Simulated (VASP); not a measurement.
Set up this calculation in VASP 6.6.1, as the native input.

- Task: single point
- Functional: PBE
- Potentials or basis: VASP PAW PBE potentials, release 64 (Ga_d, Co_sv)
- Cutoff: 690 eV
- k mesh: 6 × 6 × 4
- Occupations: gaussian, width 0.1 eV
- Spin: collinear spin, ferromagnetic start
- Starting moments: [0.0, 3.0] μB
- Dipole correction: no
- Further INCAR settings: ALGO = Normal; EDIFF = 1e-06; NBANDS = 26

The structure of GaCo lies in POSCAR:

```
GaCo
1.0
    2.6421439706     -0.0000000029      0.0000000000
   -1.3210719828      2.2881638005      0.0000000000
    0.0000000000      0.0000000000      4.8118424475
Ga Co
1 1
Direct
    0.0000000000      0.0000000000      0.0000000000
    0.0000000000      0.0000000000      0.5000000000
```

The cell was generated, and may not be a known phase.

The input as run:

INCAR

```
SYSTEM = GaCo
  PREC = Accurate
  ENCUT = 690
  EDIFF = 1E-6
  ISMEAR = 0
  SIGMA = 0.1
  LREAL = .FALSE.
  LASPH = .TRUE.
  NELM = 200
  ALGO = Normal
  ISIF = 2
  LWAVE = .FALSE.
  LCHARG = .FALSE.
  ISPIN = 2
  MAGMOM = 0 3
  LORBIT = 11
  LMAXMIX = 4
  GGA = PE
  NBANDS = 26
  GGA_COMPAT = .FALSE.
```

KPOINTS

```
regular mesh
0
G
  6 6 4
  0 0 0
```

Potentials or basis: VASP PAW PBE potentials, release 64 (Ga_d, Co_sv).

Run with:

```sh
$ cat potpaw_PBE.64/Ga_d/POTCAR potpaw_PBE.64/Co_sv/POTCAR > POTCAR
$ mpirun -np 1 vasp_std > vasp.out
```

Results of the run:

```yaml
Pressure: -0.5 GPa
Net_moment: 1.15 μB per cell
Site_moments: Ga -0.06; Co +1.29 μB
Valence_electrons_inside_the_program's_atomic_spheres: Ga 11.73; Co 15.04
```

Caveat: the k points lie up to 0.46 Å⁻¹ apart.

Run time: 22 s on 1 thread of Intel(R) Xeon(R) 6975P-C (Granite Rapids), with other jobs on the host, peak memory 0.2 GiB.
